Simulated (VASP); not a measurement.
# Be in VASP: a series of runs

Runs on Be. Level: PBE. Tasks: single point.

All numbers are computed with VASP 6.6.1; they aren't measurements. Logs are shortened: lines on timing, memory, paths and dates and some standing lists are left out, and cuts for length are marked.

### 1 The cell of the first run

It takes space group Ibam (No. 72, orthorhombic). Conventional cell: a = 4.306 Å, b = 4.479 Å, c = 3.574 Å, α = 90.00°, β = 90.00°, γ = 90.00°. Within 2.6 Å of Be (site symmetry m) lie 11 Be at 1.99 to 2.35 Å.

### 2 Single point, PBE

Contents of INCAR:

```
ALGO = Fast ; EDIFF = 1E-6
ENCUT = 520 ; GGA = PE
ISIF = 2 ; ISMEAR = 0
LASPH = T ; LCHARG = F
LREAL = F ; LWAVE = F
NBANDS = 12 ; NELM = 100
PREC = Accurate ; SIGMA = 0.1
```

Contents of KPOINTS:

```
k-points
0
Gamma
  6 6 6
```

Contents of POSCAR:

```
Be
1.0
   -2.1530896303      2.2395077390      1.7869937818
    2.1530896303     -2.2395077390      1.7869937818
    2.1530896303      2.2395077390     -1.7869937818
Be
4
Direct
    0.6531652145      0.1668001896      0.8199654041
    0.1531652145      0.3331998104      0.4863650249
    0.8468347855      0.6668001896      0.5136349751
    0.3468347855      0.8331998104      0.1800345959
```

Potentials or basis: VASP PAW PBE potentials, release 64 (Be).

The run is started by

```
$ cat potpaw_PBE.64/Be/POTCAR > POTCAR
$ mpirun -np 1 vasp_std > vasp.out
```

OUTCAR:

```text
EDIFF = 1E-6
   ENCUT = 520
   GGA = PE
   ISIF = 2
   ISMEAR = 0
   LASPH = T
   LREAL = F
   NELM = 100
   PREC = Accurate

 ion  position               nearest neighbor table
   1  0.653  0.167  0.820-   4 1.99   4 2.11   4 2.11   3 2.25   3 2.25   2 2.29   2 2.29   3 2.32
                             3 2.32   2 2.35   2 2.35
   2  0.153  0.333  0.486-   3 1.99   3 2.11   3 2.11   4 2.25   4 2.25   1 2.29   1 2.29   4 2.32
                             4 2.32   1 2.35   1 2.35
   3  0.847  0.667  0.514-   2 1.99   2 2.11   2 2.11   1 2.25   1 2.25   4 2.29   4 2.29   1 2.32
                             1 2.32   4 2.35   4 2.35
   4  0.347  0.833  0.180-   1 1.99   1 2.11   1 2.11   2 2.25   2 2.25   3 2.29   3 2.29   2 2.32
                             2 2.32   3 2.35   3 2.35

  LATTYP: Found a body centered orthorhombic cell.
 ALAT       =     3.5739875636
 B/A-ratio  =     1.2048668844
 C/A-ratio  =     1.2532263748

  Lattice vectors:

 A1 = (   2.1530896303,  -2.2395077390,   1.7869937818)
 A2 = (  -2.1530896303,  -2.2395077390,  -1.7869937818)
 A3 = (   2.1530896303,   2.2395077390,  -1.7869937818)

Analysis of symmetry for initial positions (statically):
=====================================================================
 Subroutine PRICEL returns:
 Original cell was already a primitive cell.

 Routine SETGRP: Setting up the symmetry group for a
 body centered orthorhombic supercell.

 Subroutine GETGRP returns: Found  8 space group operations
 (whereof  4 operations were pure point group operations)
 out of a pool of  8 trial point group operations.

The static configuration has the point symmetry C_2h.
 The point group associated with its full space group is D_2h.

Analysis of symmetry for dynamics (positions and initial velocities):
=====================================================================
 Subroutine PRICEL returns:
 Original cell was already a primitive cell.

 Routine SETGRP: Setting up the symmetry group for a
 body centered orthorhombic supercell.

 Subroutine GETGRP returns: Found  8 space group operations
 (whereof  4 operations were pure point group operations)
 out of a pool of  8 trial point group operations.

The dynamic configuration has the point symmetry C_2h.
 The point group associated with its full space group is D_2h.

 Subroutine INISYM returns: Found  8 space group operations
 (whereof  4 operations are pure point group operations),
 and found     1 'primitive' translations

----------------------------------------------------------------------------------------

                                     Primitive cell

  volume of cell :      34.4665

  direct lattice vectors                    reciprocal lattice vectors
    -2.153089630  2.239507739  1.786993782     0.000000000  0.223263350  0.279799519
     2.153089630 -2.239507739  1.786993782     0.232224424  0.000000000  0.279799519
     2.153089630  2.239507739 -1.786993782     0.232224424  0.223263350  0.000000000

  length of vectors
     3.583927545  3.583927545  3.583927545     0.357958509  0.363615118  0.322140818

  position of ions in fractional coordinates (direct lattice)
     0.653165214  0.166800190  0.819965404
     0.153165214  0.333199810  0.486365025
     0.846834786  0.666800190  0.513634975
     0.346834786  0.833199810  0.180034596

  ion indices of the primitive-cell ions
   primitive index   ion index
                 1           1
                 2           2
                 3           3
                 4           4

----------------------------------------------------------------------------------------

 KPOINTS: k-points

Automatic generation of k-mesh.
 Grid dimensions read from file:
 generate k-points for:    6    6    6

 Generating k-lattice:

  Cartesian coordinates                     Fractional coordinates (reciprocal lattice)
     0.000000000  0.037210558  0.046633253     0.166666667  0.000000000 -0.000000000
     0.038704071  0.000000000  0.046633253     0.000000000  0.166666667 -0.000000000
     0.038704071  0.037210558  0.000000000     0.000000000  0.000000000  0.166666667

  Length of vectors
     0.059659751  0.060602520  0.053690136

  Shift w.r.t. Gamma in fractional coordinates (k-lattice)
     0.000000000  0.000000000  0.000000000

 Subroutine IBZKPT returns following result:
 ===========================================

 Found     46 irreducible k-points:

 Following reciprocal coordinates:
            Coordinates               Weight
  0.000000  0.000000  0.000000      1.000000
  0.166667  0.000000  0.000000      4.000000
  0.333333 -0.000000  0.000000      4.000000
  0.500000  0.000000  0.000000      2.000000
 -0.000000  0.166667  0.000000      4.000000
  0.166667  0.166667  0.000000      8.000000
[... 16 lines left out ...]
 -0.166667  0.166667  0.166667      2.000000
  0.166667  0.333333  0.166667      4.000000
 [... further k-points ...]
   k-points           NKPTS =     46   k-points in BZ     NKDIM =     46   number of bands    NBANDS=     12
   number of dos      NEDOS =    301   number of ions     NIONS =      4
   total plane-waves  NPLWV =  21952
   dimension x,y,z NGX =    28 NGY =   28 NGZ =   28
   dimension x,y,z NGXF=    56 NGYF=   56 NGZF=   56
   ions per type =               4
   NGX,Y,Z   is equivalent  to a cutoff of  12.99, 12.99, 12.99 a.u.
   NGXF,Y,Z  is equivalent  to a cutoff of  25.98, 25.98, 25.98 a.u.
 SYSTEM =  unknown system
   PREC   = accura    normal or accurate (medium, high low for compatibility)
   ISTART =      0    job   : 0-new  1-cont  2-samecut
   ICHARG =      2    charge: 1-file 2-atom 10-const
   ISPIN  =      1    spin polarized calculation?
   LNONCOLLINEAR =      F non collinear calculations
   LSORBIT =      F    spin-orbit coupling
   LASPH  =      T    aspherical Exc in radial PAW
   ENCUT  =  520.0 eV  38.22 Ry    6.18 a.u.   6.66  6.66  6.66*2*pi/ulx,y,z
   NELM   =    100;   NELMIN=  2; NELMDL= -5     # of ELM steps
   EDIFF  = 0.1E-05   stopping-criterion for ELM
   LREAL  =      F    real-space projection
   EDIFFG = 0.1E-04   stopping-criterion for IOM
   NSW    =      0    number of steps for IOM
   IBRION =     -1    ionic relax: 0-MD 1-quasi-New 2-CG
   NFREE  =      0    steps in history (QN), initial steepest desc. (CG)
   ISIF   =      2    stress and relaxation
   ISYM   =      2    0-nonsym 1-usesym 2-fastsym
   POTIM  = 0.5000    time-step for ionic-motion
   TEBEG  =    0.0;   TEEND  =   0.0 temperature during run
   PSTRESS=    0.0 pullay stress
   NELECT =       8.0000    total number of electrons
   NUPDOWN=      -1.0000    fix difference up-down
   EMIN   =  10.00;   EMAX   =-10.00  energy-range for DOS
   EFERMI =   0.00;   METHOD = LEGACY
   ISMEAR =     0;   SIGMA  =   0.10  broadening in eV -4-tet -1-fermi 0-gaus
   EFERMI_NEDOS =   21; number of points for ismear=-14 and -15
   IALGO  =     68    algorithm
   IMIX   =      4    mixing-type and parameters
     AMIX     =   0.40;   BMIX     =  1.00
     AMIX_MAG =   1.60;   BMIX_MAG =  1.00
  volume/ion in A,a.u.               =       8.62        58.15
  Fermi-wavevector in a.u.,A,eV,Ry     =   1.006095  1.901244 13.772182  1.012227
  Thomas-Fermi vector in A             =   2.138816
   LORBIT       =      0    0 simple, 1 ext, 2 COOP (PROOUT), +10 PAW based schemes
   GGA     = PE    functional components
   LHFCALC =     F    Hartree Fock is set to
   AEXX    =    0.0000 exact exchange contribution
   IVDW    =     0    specifies the selected vdW correction
   LEPSILON=     F    determine dielectric tensor
   LRPA    =     F    only Hartree local field effects (RPA)
 non-spin polarized calculation
 RMM-DIIS sequential band-by-band and
 Gauss-broadening in eV      SIGMA  =   0.10
  energy-cutoff  :      520.00
  volume of cell :       34.47
 maximum number of plane-waves:       951
 NGX is ok and might be reduce to    28
   NGX = 13   NGY = 13   NGZ = 13

 number of electron       8.0000000 magnetization

 Free energy of the ion-electron system (eV)
  ---------------------------------------------------
  ext. energy  EPLUGINS =         0.00000000
  ---------------------------------------------------
  free energy    TOTEN  =       -14.60031272 eV

  energy without entropy =      -14.59798371  energy(sigma->0) =      -14.59914821

 E-fermi :   5.4960     XC(G=0): -10.2535

 val. band max:        5.3736410291   @ k =  -0.0000   0.1667   0.0000
 cond. band min:       5.5344840154   @ k =  -0.3333  -0.3333   0.1667
 fundamental gap:      0.1608429863
 Fermi energy:         5.4960111229

 k-point     1 :       0.0000    0.0000    0.0000
  band No.  band energies     occupation
      1      -4.5831      2.00000
      2       5.9639      0.00000
      3       6.6450      0.00000
      4       6.6500      0.00000
      5       7.4682      0.00000
      6       8.4940      0.00000
      7       8.6862      0.00000
      8       8.6937      0.00000
      9      11.6216      0.00000
     10      15.4949      0.00000
     11      15.5650      0.00000
     12      16.0637      0.00000

 k-point     2 :       0.1667    0.0000    0.0000
  band No.  band energies     occupation
      1      -4.1899      2.00000
      2       4.3820      2.00000
      3       5.0751      2.00000
      4       5.2023      1.99997
      5       8.2121      0.00000
      6       9.2151      0.00000
      7       9.8992      0.00000
      8       9.9523      0.00000
      9      10.8772      0.00000
     10      15.3906      0.00000
     11      15.9045      0.00000
     12      16.7468      0.00000

 k-point     3 :       0.3333   -0.0000    0.0000
  band No.  band energies     occupation
      1      -3.0130      2.00000
      2       1.5521      2.00000
      3       3.8852      2.00000
      4       3.8883      2.00000
      5       7.9056      0.00000
      6       8.1743      0.00000
      7      11.3826      0.00000
      8      11.8706      0.00000
      9      13.2869      0.00000
     10      15.9143      0.00000
     11      17.2494      0.00000
     12      19.4786      0.00000

 k-point     4 :       0.5000    0.0000    0.0000
  band No.  band energies     occupation
      1      -1.0708      2.00000
      2      -1.0708      2.00000
      3       3.4937      2.00000
      4       3.4937      2.00000
      5       7.7145      0.00000
      6       7.7145      0.00000
      7      11.9637      0.00000
      8      11.9637      0.00000
      9      17.2938      0.00000
     10      17.2938      0.00000
     11      18.8355      0.00000
     12      18.8415      0.00000

 k-point     5 :      -0.0000    0.1667    0.0000
  band No.  band energies     occupation
      1      -4.1767      2.00000
      2       4.3140      2.00000
      3       4.8852      2.00000
      4       5.3736      1.91647
      5       8.0334      0.00000
      6       9.0811      0.00000
      7       9.8583      0.00000
      8      10.1999      0.00000
      9      11.1269      0.00000
     10      15.7604      0.00000
     11      16.0537      0.00000
     12      16.9130      0.00000
[... 228 lines left out ...]
      1      -2.3564      2.00000
      2       1.4421      2.00000
      3       1.7828      2.00000
      4       2.9942      2.00000
      5       9.7493      0.00000
      6      10.2901      0.00000
      7      11.9250      0.00000
      8      12.0506      0.00000
      9      14.4276      0.00000
     10      15.8572      0.00000
     11      15.8982      0.00000
     12      17.9811      0.00000

 k-point    22 :       0.3333    0.1667    0.1667
  band No.  band energies     occupation
      1      -0.4716      2.00000
      2      -0.4716      2.00000
      3       1.6549      2.00000
      4       1.6549      2.00000
      5      10.7977      0.00000
      6      10.7977      0.00000
      7      12.2040      0.00000
      8      12.2040      0.00000
      9      15.4397      0.00000
     10      15.4397      0.00000
     11      17.4240      0.00000
     12      17.4240      0.00000

 k-point    23 :      -0.1667    0.1667    0.1667
  band No.  band energies     occupation
      1      -3.9169      2.00000
      2       3.4323      2.00000
      3       3.7330      2.00000
      4       5.3665      1.93296
      5       8.2786      0.00000
      6       9.3233      0.00000
      7      11.3119      0.00000
      8      11.5335      0.00000
      9      12.2965      0.00000
     10      13.1495      0.00000
     11      16.1926      0.00000
     12      18.0070      0.00000

 k-point    24 :       0.1667    0.3333    0.1667
  band No.  band energies     occupation
      1      -0.4091      2.00000
      2      -0.4091      2.00000
      3       1.5525      2.00000
      4       1.5525      2.00000
      5      10.4900      0.00000
      6      10.4900      0.00000
      7      12.7248      0.00000
      8      12.7248      0.00000
      9      15.7514      0.00000
     10      15.7514      0.00000
     11      17.0324      0.00000
     12      17.0324      0.00000

 [... further k-points ...]

------------------------ aborting loop because EDIFF is reached ----------------------------------------

  FORCE on cell =-STRESS in cart. coord.  units (eV):
  Direction    XX          YY          ZZ          XY          YZ          ZX
  --------------------------------------------------------------------------------------
  -------------------------------------------------------------------------------------
  Total        0.1574847     -0.5100322      0.3947652      0.0000000      0.0000000      0.0000000
  in kB        7.3206792    -23.7088466     18.3506618      0.0000000      0.0000000      0.0000000
  external PRESSURE =       0.6541648 kB  Pullay stress =       0.0000000 kB

 VOLUME and BASIS-vectors are now :
 -----------------------------------------------------------------------------
  energy-cutoff  :      520.00
  volume of cell :       34.47
      direct lattice vectors                 reciprocal lattice vectors
    -2.153089630  2.239507739  1.786993782     0.000000000  0.223263350  0.279799519
     2.153089630 -2.239507739  1.786993782     0.232224424  0.000000000  0.279799519
     2.153089630  2.239507739 -1.786993782     0.232224424  0.223263350  0.000000000

 POSITION                                       TOTAL-FORCE (eV/Angst)
 -----------------------------------------------------------------------------------
      0.71827      2.92554      0.00000        -0.070537     -0.011184     -0.000000
      1.43482      0.68603      0.00000         0.070537     -0.011184     -0.000000
      0.71827      1.55348      1.78699        -0.070537      0.011184      0.000000
      1.43482     -0.68603      1.78699         0.070537      0.011184      0.000000
 -----------------------------------------------------------------------------------
    total drift:                               -0.000000      0.000000      0.000000

  FREE ENERGIE OF THE ION-ELECTRON SYSTEM (eV)
  ---------------------------------------------------
  free  energy   TOTEN  =       -14.6003127176 eV

  energy  without entropy=      -14.5979837110  energy(sigma->0) =      -14.59914821
```

It took 45 s on 1 thread of AMD EPYC, shared host; peak memory 0.12 GiB.

Results:

```yaml
Free_energy: -14.6003 eV
Pressure: 0.1 GPa
Largest_force: 0.071 eV/Å
Band_gap_on_the_k_mesh: zero (bands 4 and 5 overlap by 4.46 eV)
```

Forces in eV/Å, atoms in the order of the input:
```
Be  -0.071 -0.011  0.000
Be   0.071 -0.011  0.000
Be  -0.071  0.011  0.000
Be   0.071  0.011  0.000
```

Levels at points of the mesh, in eV from the Fermi level:
| k point | band 1 | band 2 | band 3 | band 4 | band 5 | band 6 | band 7 | band 8 |
| --- | --- | --- | --- | --- | --- | --- | --- | --- |
| (0.00, 0.00, 0.00) | -10.08 | 0.47 | 1.15 | 1.15 | 1.97 | 3.00 | 3.19 | 3.20 |
| (0.50, 0.00, 0.00) | -6.57 | -6.57 | -2.00 | -2.00 | 2.22 | 2.22 | 6.47 | 6.47 |
| (0.00, 0.50, 0.00) | -6.44 | -6.44 | -2.41 | -2.41 | 2.24 | 2.24 | 7.05 | 7.05 |
| (0.50, 0.50, 0.00) | -7.50 | -6.82 | -0.59 | 1.41 | 1.65 | 2.41 | 4.66 | 7.54 |
| (0.50, 0.50, 0.50) | -5.78 | -3.89 | -3.60 | -3.29 | -3.05 | 2.34 | 8.92 | 10.90 |

Caveat: the k points lie up to 0.37 Å⁻¹ apart, too coarse for converged energies and pressures of a metal.

(Continued in part 2 of 2.)
